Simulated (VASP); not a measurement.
The system is SrLuS2.

```
Lu Sr S
1.0
     3.83901    0.00000    0.00000
    -1.91950    3.32468    0.00000
    -1.91950    1.10823    7.08727
Lu Sr S
1 1 2
Direct
  0.50000 0.50000 0.50000
  0.00000 0.00000 0.00000
  0.23369 0.76631 0.70107
  0.76631 0.23369 0.29893
```

- Program: VASP 6.6.1
- Task: relaxation of cell and atoms
- Functional: PBE
- Potentials or basis: VASP PAW PBE potentials, release 64 (Lu, Sr_sv, S)
- Cutoff: 600 eV
- k mesh: 7 × 7 × 7
- Occupations: fermi-dirac, width 0.1 eV
- Spin: no spin polarisation

At the start: pressure 3.7 GPa; volume 22.61 Å³/atom.

Question: Where does the relaxation end?

Answer: Over 8 steps the energy falls by 74.7 meV/atom and the volume is 23.06 Å³/atom (+2.0 %); space group R-3m (No. 166, to 0.1 Å) before and after.

The path:
```csv
step,energy change (eV),largest force (eV/Å),pressure (GPa),volume (Å³)
1,0.0000,1.3235,3.65,90.46
2,-0.1699,0.4537,-2.68,97.34
3,-0.1706,0.5033,-2.33,96.86
4,-0.2677,0.3026,-1.24,94.26
5,-0.2983,0.0723,0.02,92.17
6,-0.2985,0.0453,0.16,91.95
7,-0.2985,0.0577,0.10,92.05
8,-0.2988,0.0193,-0.09,92.24
```

Final structure:
```
Lu Sr S
1.0
     3.98365    0.00000    0.00000
    -1.99182    3.44995    0.00000
    -1.99182    1.14998    6.71156
Lu Sr S
1 1 2
Direct
  0.50000 0.50000 0.50000
  0.00000 0.00000 0.00000
  0.24054 0.75946 0.72161
  0.75946 0.24054 0.27839
```
